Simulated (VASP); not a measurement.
# Sb (P-1) in VASP: settings compared, part 2 of 2

VASP 6.6.1.

### Step 3. Single point, revPBE

File INCAR:

```
SYSTEM = Sb
PREC = Accurate
ENCUT = 520
EDIFF = 1E-6
ISMEAR = -1
SIGMA = 0.05
LREAL = .False.
LASPH = .True.
NELM = 60
ALGO = Normal
ISIF = 2
LWAVE = .False.
LCHARG = .False.
GGA = RE
NBANDS = 12
```

File KPOINTS:

```
regular mesh
0
Gamma
  9 9 5
  0 0 0
```

File POSCAR:

```
Sb
1.0
    0.0000000000     -2.3712425200     -2.3712425200
   -2.3712425200      0.0000000000     -2.3712425200
    2.3712425200      2.3712425200     -4.7424850400
Sb
2
Direct
    0.4898204400      0.4577360300      0.5601456900
    0.0101795600      0.0422639700      0.9398543100
```

Potentials or basis: VASP PAW PBE potentials, release 64 (Sb).

The run is started by

```sh
$ cat potpaw_PBE.64/Sb/POTCAR > POTCAR
$ mpirun -np 1 vasp_std > vasp.out
```

OUTCAR:

```text
SYSTEM = Sb
   PREC = Accurate
   ENCUT = 520
   EDIFF = 1E-6
   ISMEAR = -1
   LREAL = .False.
   LASPH = .True.
   NELM = 60
   ISIF = 2
   GGA = RE

 ion  position               nearest neighbor table
   1  0.490  0.458  0.560-   2 2.79   2 2.80   2 2.93
   2  0.010  0.042  0.940-   1 2.79   1 2.80   1 2.93

  LATTYP: Found a trigonal (rhomboedric) cell.
 ALAT       =     5.8083342304
 COS(alpha) =     0.8333333333

  Lattice vectors:

 A1 = (   2.3712425200,   4.7424850400,  -2.3712425200)
 A2 = (   4.7424850400,   2.3712425200,  -2.3712425200)
 A3 = (   2.3712425200,   2.3712425200,  -4.7424850400)

Analysis of symmetry for initial positions (statically):
=====================================================================
 Subroutine PRICEL returns:
 Original cell was already a primitive cell.

 Routine SETGRP: Setting up the symmetry group for a
 trigonal (rhombohedral) supercell.

 Subroutine GETGRP returns: Found  2 space group operations
 (whereof  1 operations were pure point group operations)
 out of a pool of 12 trial point group operations.

The static configuration has the point symmetry C_1 .
 The point group associated with its full space group is S_2 .

Analysis of symmetry for dynamics (positions and initial velocities):
=====================================================================
 Subroutine PRICEL returns:
 Original cell was already a primitive cell.

 Routine SETGRP: Setting up the symmetry group for a
 trigonal (rhombohedral) supercell.

 Subroutine GETGRP returns: Found  2 space group operations
 (whereof  1 operations were pure point group operations)
 out of a pool of 12 trial point group operations.

The dynamic configuration has the point symmetry C_1 .
 The point group associated with its full space group is S_2 .

 Subroutine INISYM returns: Found  2 space group operations
 (whereof  1 operations are pure point group operations),
 and found     1 'primitive' translations

----------------------------------------------------------------------------------------

                                     Primitive cell

  volume of cell :      53.3320

  direct lattice vectors                    reciprocal lattice vectors
     0.000000000 -2.371242520 -2.371242520     0.105429958 -0.316289875 -0.105429958
    -2.371242520  0.000000000 -2.371242520    -0.316289875  0.105429958 -0.105429958
     2.371242520  2.371242520 -4.742485040     0.105429958  0.105429958 -0.105429958

  length of vectors
     3.353443331  3.353443331  5.808334230     0.349671613  0.349671613  0.182610044

  position of ions in fractional coordinates (direct lattice)
     0.489820440  0.457736030  0.560145690
     0.010179560  0.042263970  0.939854310

  ion indices of the primitive-cell ions
   primitive index   ion index
                 1           1
                 2           2

----------------------------------------------------------------------------------------

 KPOINTS: regular mesh

Automatic generation of k-mesh.
 Grid dimensions read from file:
[... 48 lines left out ...]
  0.444444  0.000000  0.000000      2.000000
  0.000000  0.111111  0.000000      2.000000
[... 16 lines left out ...]
 -0.111111  0.222222 -0.000000      2.000000
  0.000000  0.333333  0.000000      2.000000
 [... further k-points ...]
   k-points           NKPTS =    203   k-points in BZ     NKDIM =    203   number of bands    NBANDS=     12
   number of dos      NEDOS =    301   number of ions     NIONS =      2
   total plane-waves  NPLWV =  37632
   dimension x,y,z NGX =    28 NGY =   28 NGZ =   48
   dimension x,y,z NGXF=    56 NGYF=   56 NGZF=   96
   ions per type =               2
   NGX,Y,Z   is equivalent  to a cutoff of  13.88, 13.88, 13.74 a.u.
   NGXF,Y,Z  is equivalent  to a cutoff of  27.76, 27.76, 27.48 a.u.
 SYSTEM =  Sb
   PREC   = accura    normal or accurate (medium, high low for compatibility)
   ISTART =      0    job   : 0-new  1-cont  2-samecut
   ICHARG =      2    charge: 1-file 2-atom 10-const
   ISPIN  =      1    spin polarized calculation?
   LNONCOLLINEAR =      F non collinear calculations
   LSORBIT =      F    spin-orbit coupling
   LASPH  =      T    aspherical Exc in radial PAW
   ENCUT  =  520.0 eV  38.22 Ry    6.18 a.u.   6.24  6.24 10.80*2*pi/ulx,y,z
   NELM   =     60;   NELMIN=  2; NELMDL= -5     # of ELM steps
   EDIFF  = 0.1E-05   stopping-criterion for ELM
   LREAL  =      F    real-space projection
   EDIFFG = 0.1E-04   stopping-criterion for IOM
   NSW    =      0    number of steps for IOM
   IBRION =     -1    ionic relax: 0-MD 1-quasi-New 2-CG
   NFREE  =      0    steps in history (QN), initial steepest desc. (CG)
   ISIF   =      2    stress and relaxation
   ISYM   =      2    0-nonsym 1-usesym 2-fastsym
   POTIM  = 0.5000    time-step for ionic-motion
   TEBEG  =    0.0;   TEEND  =   0.0 temperature during run
   PSTRESS=    0.0 pullay stress
   NELECT =      10.0000    total number of electrons
   NUPDOWN=      -1.0000    fix difference up-down
   EMIN   =  10.00;   EMAX   =-10.00  energy-range for DOS
   EFERMI =   0.00;   METHOD = LEGACY
   ISMEAR =    -1;   SIGMA  =   0.05  broadening in eV -4-tet -1-fermi 0-gaus
   EFERMI_NEDOS =   21; number of points for ismear=-14 and -15
   IALGO  =     38    algorithm
   IMIX   =      4    mixing-type and parameters
     AMIX     =   0.40;   BMIX     =  1.00
     AMIX_MAG =   1.60;   BMIX_MAG =  1.00
  volume/ion in A,a.u.               =      26.67       179.95
  Fermi-wavevector in a.u.,A,eV,Ry     =   0.937013  1.770697 11.945820  0.877993
  Thomas-Fermi vector in A             =   2.064081
   LORBIT       =      0    0 simple, 1 ext, 2 COOP (PROOUT), +10 PAW based schemes
   GGA     = RE    functional components
   LHFCALC =     F    Hartree Fock is set to
   AEXX    =    0.0000 exact exchange contribution
   IVDW    =     0    specifies the selected vdW correction
   LEPSILON=     F    determine dielectric tensor
   LRPA    =     F    only Hartree local field effects (RPA)
 non-spin polarized calculation
  energy-cutoff  :      520.00
  volume of cell :       53.33
 maximum number of plane-waves:      1460
 NGX is ok and might be reduce to    28
   NGX = 13   NGY = 13   NGZ = 21

 number of electron      10.0000000 magnetization

 Free energy of the ion-electron system (eV)
  ---------------------------------------------------
  ext. energy  EPLUGINS =         0.00000000
  ---------------------------------------------------
  free energy    TOTEN  =        -6.58623669 eV

  energy without entropy =       -6.57609958  energy(sigma->0) =       -6.58116813

 E-fermi :   8.7828     XC(G=0): -10.0538

 val. band max:        8.7811907754   @ k =   0.0000   0.3333   0.2000
 cond. band min:       8.7859670939   @ k =   0.3333   0.0000   0.4000
 fundamental gap:      0.0047763185
 Fermi energy:         8.7828457451

 k-point     1 :       0.0000    0.0000    0.0000
  band No.  band energies     occupation
      1      -5.3134      2.00000
      2      -0.0316      2.00000
      3       3.4887      2.00000
      4      11.3019      0.00000
      5      11.7641      0.00000
      6      13.5647      0.00000
      7      14.1527      0.00000
      8      14.7782      0.00000
      9      16.4210      0.00000
     10      17.2780      0.00000
     11      17.6231      0.00000
     12      18.0392      0.00000
[... 331 lines left out ...]
 k-point    24 :       0.0000    0.3333    0.0000
  band No.  band energies     occupation
      1      -3.3236      2.00000
      2       1.1589      2.00000
      3       4.2761      2.00000
      4       5.7265      2.00000
      5       8.0843      2.00000
      6       8.9296      0.10097
      7      11.5923      0.00000
      8      12.4026      0.00000
      9      13.6291      0.00000
     10      16.2295      0.00000
     11      18.1042      0.00000
     12      20.5926      0.00000

 [... further k-points ...]

------------------------ aborting loop because EDIFF is reached ----------------------------------------

  FORCE on cell =-STRESS in cart. coord.  units (eV):
  Direction    XX          YY          ZZ          XY          YZ          ZX
  --------------------------------------------------------------------------------------
  -------------------------------------------------------------------------------------
  Total        4.8394355      4.6618789      4.7016876      0.3001619      0.6658198     -0.2256967
  in kB      145.3842560    140.0501741    141.2460925      9.0173371     20.0022756     -6.7802833
  external PRESSURE =     142.2268409 kB  Pullay stress =       0.0000000 kB

 VOLUME and BASIS-vectors are now :
 -----------------------------------------------------------------------------
  energy-cutoff  :      520.00
  volume of cell :       53.33
      direct lattice vectors                 reciprocal lattice vectors
     0.000000000 -2.371242520 -2.371242520     0.105429958 -0.316289875 -0.105429958
    -2.371242520  0.000000000 -2.371242520    -0.316289875  0.105429958 -0.105429958
     2.371242520  2.371242520 -4.742485040     0.105429958  0.105429958 -0.105429958

 POSITION                                       TOTAL-FORCE (eV/Angst)
 -----------------------------------------------------------------------------------
      0.24284      0.16676     -4.90337        -1.397882     -1.080026      1.063196
      2.12840      2.20448     -4.58160         1.397882      1.080026     -1.063196
 -----------------------------------------------------------------------------------
    total drift:                               -0.000000     -0.000000      0.000000

  FREE ENERGIE OF THE ION-ELECTRON SYSTEM (eV)
  ---------------------------------------------------
  free  energy   TOTEN  =        -6.5862366857 eV

  energy  without entropy=       -6.5760995767  energy(sigma->0) =       -6.58116813
```

OSZICAR:

```text
N       E                     dE             d eps       ncg     rms          rms(c)
DAV:   1     0.329894270796E+02    0.32989E+02   -0.34746E+03  4872   0.642E+02
DAV:   2    -0.496451223141E+01   -0.37954E+02   -0.36783E+02  6212   0.110E+02
DAV:   3    -0.659535246274E+01   -0.16308E+01   -0.16150E+01  6124   0.243E+01
DAV:   4    -0.660850919267E+01   -0.13157E-01   -0.13154E-01  5556   0.266E+00
DAV:   5    -0.660866244109E+01   -0.15325E-03   -0.15325E-03  6060   0.310E-01    0.352E+00
DAV:   6    -0.659155078980E+01    0.17112E-01   -0.16118E-02  5568   0.674E-01    0.210E+00
DAV:   7    -0.658636152403E+01    0.51893E-02   -0.14894E-02  5708   0.729E-01    0.145E-01
DAV:   8    -0.658621864826E+01    0.14288E-03   -0.28423E-03  5356   0.334E-01    0.235E-02
DAV:   9    -0.658623708129E+01   -0.18433E-04   -0.12405E-04  6080   0.759E-02    0.233E-02
DAV:  10    -0.658623578255E+01    0.12987E-05   -0.71448E-06  5588   0.166E-02    0.419E-03
DAV:  11    -0.658623668572E+01   -0.90316E-06   -0.65538E-07  4100   0.479E-03
   1 F= -.65862367E+01 E0= -.65811681E+01  d E =-.101371E-01
```

stdout:

```text
POSCAR found type information on POSCAR Sb
 POSCAR found :  1 types and       2 ions
 scaLAPACK will be used
 -----------------------------------------------------------------------------
|                                                                             |
|                                                                             |
[... 21 lines left out ...]
|     Results are often still useful ...                                      |
|                                                                             |
 -----------------------------------------------------------------------------

 POSCAR, INCAR and KPOINTS ok, starting setup
 FFT: planning ... GRIDC
 FFT: planning ... GRID_SOFT
 FFT: planning ... GRID
 WAVECAR not read
 entering main loop
```

Wall time 76 s (1 thread of Intel Xeon Platinum 8259CL at 2.50GHz (Skylake/Cascade Lake), shared host); peak memory 0.26 GiB.

Results:

- Free energy: -6.5862 eV
- Pressure: 14.2 GPa
- Largest force: 2.062 eV/Å
- Band gap on the k mesh: zero (band 5 reaches 11.81 eV, above the bottom of band 6 at 7.41 eV)

Forces on the atoms (eV/Å):
```
Sb  -1.398 -1.080  1.063
Sb   1.398  1.080 -1.063
```

Caveat: the PAW data sets were made with another functional, which shifts forces and pressure a little; spin-orbit coupling is left out, which moves the levels of the heavy elements.

### Step 4. Single point, BLYP

File INCAR:

```
SYSTEM = Sb
PREC = Accurate ; ENCUT = 520
EDIFF = 1E-6 ; ISMEAR = -1
SIGMA = 0.05 ; LREAL = .False.
LASPH = .True. ; NELM = 60
ALGO = Normal ; ISIF = 2
LWAVE = .False. ; LCHARG = .True.
GGA = B5 ; ALDAX = 1.0
AGGAX = 1.0 ; AGGAC = 1.0
ALDAC = 0.0 ; LELF = .True.
LVHAR = .True. ; NBANDS = 12
```

File KPOINTS:

```
Automatic mesh
0
Gamma
  9 9 5
  0 0 0
```

POSCAR is that of step 3.

The run is started by

```sh
$ cat potpaw_PBE.64/Sb/POTCAR > POTCAR
$ mpirun -np 1 vasp_std > vasp.out
```

Run time: 1.7 min. Hardware: 1 thread of Intel Xeon Platinum 8259CL at 2.50GHz (Skylake/Cascade Lake), shared host; peak memory 0.26 GiB.

Results (log left out):

```
Free energy            : -5.2917 eV
Pressure               : 19.1 GPa
Largest force          : 2.112 eV/Å
Band gap on the k mesh : zero (band 5 reaches 12.12 eV, above the bottom of band 6 at 7.86 eV)
```

Forces on the atoms (eV/Å):
```
Sb  -1.423 -1.112  1.095
Sb   1.423  1.112 -1.095
```

Stress tensor (GPa, compression positive):
```
19.41  0.14  0.08
 0.14 18.92  2.75
 0.08  2.75 19.10
```

Levels at points of the mesh, in eV from the Fermi level:
| k point | band 1 | band 2 | band 3 | band 4 | band 5 | band 6 | band 7 | band 8 | band 9 | band 10 |
| --- | --- | --- | --- | --- | --- | --- | --- | --- | --- | --- |
| (0.00, 0.00, 0.00) | -14.10 | -8.90 | -5.23 | 2.40 | 2.86 | 4.66 | 5.24 | 5.93 | 7.79 | 8.85 |

Caveat: the PAW data sets were made with another functional, which shifts forces and pressure a little; spin-orbit coupling is left out, which moves the levels of the heavy elements.

### Step 5. Summary

```tsv
level	gap on the mesh (eV)	pressure (GPa)	largest force (eV/Å)
RPBE	none	14.6	2.08
revPBE	none	14.2	2.06
BLYP	none	19.1	2.11
```

Alike in all rows: task single point; potentials or basis VASP PAW PBE potentials, release 64 (Sb); no spin polarisation; cell as given; k mesh 9 × 9 × 5; cutoff (eV) 520; smearing fermi-dirac 0.05 eV.

Every run on the cell as given and a fine mesh finds a metal. The pressure there spans 14.2 GPa (revPBE) to 19.1 GPa (BLYP); a positive pressure means that this level wants a larger cell, a negative one a smaller.

Caveats: the PAW data sets were made with another functional, which shifts forces and pressure a little; spin-orbit coupling is left out, which moves the levels of the heavy elements.

Absolute energies hang on the potentials; compare differences alone.
